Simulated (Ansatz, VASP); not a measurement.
# Two plane-wave programs on Be

File INCAR:

```
SYSTEM = Be
ALGO     = Normal         ! electronic algorithm
EDIFF    = 1E-6           ! SCF threshold, eV
EDIFFG   = -0.002         ! ionic threshold
ENCUT    = 600            ! plane-wave cutoff, eV
GGA      = PE             ! functional
IBRION   = 2              ! ionic algorithm
ISIF     = 3              ! what is computed and relaxed
ISMEAR   = 0              ! smearing method
LASPH    = .TRUE.         ! aspherical terms in the spheres
LCHARG   = .FALSE.        ! write CHGCAR
LREAL    = .FALSE.        ! projectors in reciprocal space
LWAVE    = .FALSE.        ! write WAVECAR
NELM     = 80             ! most SCF steps
NSW      = 100            ! ionic steps
PREC     = Accurate       ! precision mode
SIGMA    = 0.1            ! smearing width, eV
```

The input KPOINTS:

```
k-points
0
G
  21 21 12
  0 0 0
```

File POSCAR:

```
Be
1.0
    2.2853000000      0.0000000000      0.0000000000
   -1.1426500000      1.9791278553      0.0000000000
    0.0000000000      0.0000000000      3.5842000000
Be
2
Direct
    0.3333333333      0.6666666667      0.2500000000
    0.6666666667      0.3333333333      0.7500000000
```

Input for Ansatz:

```yaml
crystal:
  lattice:
    - [2.2853, 0.0, 0.0]
    - [-1.14265, 1.9791278553, 0.0]
    - [0.0, 0.0, 3.5842]
  atoms:
    - { symbol: Be, position: [0.3333333333, 0.6666666667, 0.25] }
    - { symbol: Be, position: [0.6666666667, 0.3333333333, 0.75] }
basis:
  ecutwfc: 420
kpoints:
  mp_grid: { grid: [21, 21, 12] }
hamiltonian:
  xc: pbe
  pseudopotentials: { kind: paw }
scf:
  occupations: { method: gaussian, width: 0.1 }
output:
  forces: true
  stress: true
  eigenvalues: true
relax:
  adjacent_minimum: "off"
  f_tol: 0.002
  max_steps: 80
  cell: { stress_tol: 0.02 }
```

Alike in both runs: task relaxation of cell and atoms; functional PBE; k mesh 21 × 21 × 12; occupations gaussian, width 0.1 eV; no spin polarisation.

|  | VASP | Ansatz |
| --- | --- | --- |
| version | VASP 6.6.1 | Ansatz 0.2.0 |
| potentials or method | VASP PAW PBE potentials, release 64 (Be), cutoff 600 eV | scalar-relativistic, plane waves, PAW |
| valence electrons in the cell | 4 | 4 |

Ansatz gave:

* gap on the k mesh at the Fermi level, each at its own relaxed structure (eV): none
* relaxed volume (Å³/atom): 7.91
* relaxed cell length with the largest relative difference (Å): 3.567

Estimate VASP's values.

gap on the k mesh at the Fermi level, each at its own relaxed structure (eV): none; relaxed volume (Å³/atom): 7.92; relaxed cell length with the largest relative difference (Å): 3.568.

A gap of «none» marks a metal or a gap that the smearing closes.
